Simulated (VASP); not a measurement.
Runs of VASP 6.6.1 on SnO2. The structure is that of space group P6_3/mmc (No. 194), or close to it. The cells are those of the table. 

| cell | gap on the mesh (eV) | pressure (GPa) | largest force (eV/Å) |
| --- | --- | --- | --- |
| a = 3.210, b = 3.210, c = 9.925 Å, angles 90.0, 90.0, 120.0°, 6 atoms | 1.99 | 4.2 | 0.57 |
| a = 3.254, b = 3.254, c = 9.663 Å, angles 90.0, 90.0, 120.0°, 6 atoms | 1.63 | 1.8 | 0.58 |
| a = 3.084, b = 3.084, c = 10.753 Å, angles 90.0, 90.0, 120.0°, 6 atoms | 2.88 | 12.0 | 0.39 |
| a = 3.167, b = 3.167, c = 9.988 Å, angles 90.0, 90.0, 120.0°, 6 atoms | 2.29 | (a) | 0.83 |
| a = 3.126, b = 3.126, c = 10.469 Å, angles 90.0, 90.0, 120.0°, 6 atoms | 2.61 | (b) | 0.48 |

Alike in all rows: task single point; level PBE+D3(BJ); potentials or basis VASP PAW PBE potentials, release 64 (Sn_d, O); no spin polarisation; k mesh 12 × 12 × 4; cutoff (eV) 520; smearing gaussian 0.05 eV.

Q: Fill in the values left out.

A: (a) 9.1; (b) 9.4.

Caveats: spin-orbit coupling is left out, which moves the levels of the heavy elements; the cell stands under pressure (at least some runs); the stress differs along the axes, from -0 to 6 GPa (at least some runs); the stress differs along the axes, from 2 to 17 GPa (at least some runs); the stress differs along the axes, from 3 to 13 GPa (at least some runs).

A k mesh can miss the band edges, and the runs leave out spin-orbit coupling on Sn.
